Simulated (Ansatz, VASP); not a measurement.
## One calculation of Ru, two programs

File INCAR:

```
AGGAC = 1.0
AGGAX = 1.0
ALDAC = 0.0
ALDAX = 1.0
ALGO = Normal
EDIFF = 1E-6
ENCUT = 520
GGA = B5
ISIF = 2
ISMEAR = -1
LASPH = T
LCHARG = F
LREAL = F
LWAVE = F
NBANDS = 13
NELM = 100
PREC = Accurate
SIGMA = 0.1
```

Contents of KPOINTS:

```
k-points
0
Gamma
  16 16 16
```

The input POSCAR:

```
Ru
1.0
   -1.6121552687      1.6121552687      1.6121552687
    1.6121552687     -1.6121552687      1.6121552687
    1.6121552687      1.6121552687     -1.6121552687
Ru
1
Direct
    0.0000000000      0.0000000000      0.0000000000
```

Input for Ansatz:

```yaml
crystal:
  lattice:
    - [-1.6121552687, 1.6121552687, 1.6121552687]
    - [1.6121552687, -1.6121552687, 1.6121552687]
    - [1.6121552687, 1.6121552687, -1.6121552687]
  atoms:
    - { symbol: Ru, position: [0.0, 0.0, 0.0] }
hamiltonian:
  xc: blyp
  pseudopotentials:
    kind: paw
    azcp:
      Ru: "pseudopotentials/Ru.paw.azcp"
basis:
  ecutwfc: 420
  fft_grid_basis: typed
kpoints:
  mp_grid: { grid: [16, 16, 16], shift: [0, 0, 0] }
magnetization:
  spin_polarized: false
scf:
  occupations: { method: fermi_dirac, width: 0.1 }
  lower_state_search: "off"
output:
  stress: true
```

Alike in both runs: task single point; functional BLYP; k mesh 16 × 16 × 16; occupations fermi-dirac, width 0.1 eV; no spin polarisation.

|  | VASP | Ansatz |
| --- | --- | --- |
| version | VASP 6.6.1 | Ansatz 0.2.0 |
| potentials or method | VASP PAW PBE potentials, release 64 (Ru_pv), cutoff 520 eV | plane waves (420 eV) with PAW, scalar-relativistic |
| valence electrons in the cell | 14 | 16 |

VASP gave:

* pressure (GPa): -19.8

What did Ansatz give for the same quantities?

Pressure (GPa): -20.1.

VASP's potentials were made for PBE, not for BLYP. With one functional, cell and mesh, what is left measures potentials, basis and numerics. VASP's potentials hold 14 valence electrons a cell and Ansatz's 16, so a difference there can come from the potentials and not from the codes.
